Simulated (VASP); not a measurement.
Set up this calculation in VASP 6.6.1, as the native input.

```
Task                   : single point
Functional             : LDA
Potentials or basis    : VASP PAW LDA potentials, release 64 (C)
Cutoff                 : 520 eV
k mesh                 : 12 × 12 × 12
Occupations            : gaussian, width 0.05 eV
Spin                   : no spin polarisation
Dipole correction      : no
Further INCAR settings : ALGO = Normal; EDIFF = 1e-06; NBANDS = 31
```

The structure of C lies in POSCAR:

```
C
1.0
    1.2456453758      0.7191736930      9.7411837249
   -1.2456453758      0.7191736930      9.7411837249
    0.0000000000     -1.4383473861      9.7411837249
C
10
Direct
    0.0248185525      0.0248185525      0.0248185525
    0.9751814475      0.9751814475      0.9751814475
    0.1086956498      0.1086956498      0.1086956498
    0.8913043502      0.8913043502      0.8913043502
    0.1583656632      0.1583656632      0.1583656632
    0.8416343368      0.8416343368      0.8416343368
    0.3748645769      0.3748645769      0.3748645769
    0.6251354231      0.6251354231      0.6251354231
    0.4253218689      0.4253218689      0.4253218689
    0.5746781311      0.5746781311      0.5746781311
```

This cell differs from its parent crystal: strain +0.000 along x and y, -0.050 along z.

The input as run:

INCAR

```
PREC     = Accurate       # precision mode
ENCUT    = 520            # plane-wave cutoff, eV
EDIFF    = 1E-6           # SCF threshold, eV
ISMEAR   = 0              # smearing method
SIGMA    = 0.05           # smearing width, eV
LREAL    = False          # projectors in reciprocal space
LASPH    = True           # aspherical terms in the spheres
NELM     = 100            # most SCF steps
ALGO     = Normal         # electronic algorithm
ISIF     = 2              # what is computed and relaxed
LWAVE    = False          # write WAVECAR
LCHARG   = True           # write CHGCAR
LELF     = True           # ELF
LVHAR    = True         
NBANDS   = 31             # bands
```

KPOINTS

```
regular mesh
0
Gamma
  12 12 12
```

Potentials or basis: VASP PAW LDA potentials, release 64 (C).

The run is started by

```console
$ cat potpaw_LDA.64/C/POTCAR > POTCAR
$ mpirun -np 1 vasp_std > vasp.out
```

Results of the run:

```yaml
Pressure: 30.2 GPa
Largest_force: 0.629 eV/Å
Band_gap_on_the_k_mesh: 4.01 eV (least direct gap 4.86 eV)
```

Caveat: the cell differs from its parent crystal (strain +0.000 along x and y, -0.050 along z); the cell stands under pressure.

Wall time 33 min on 1 thread of Intel(R) Xeon(R) 6975P-C (Granite Rapids), on a shared host, peak memory 0.73 GiB.
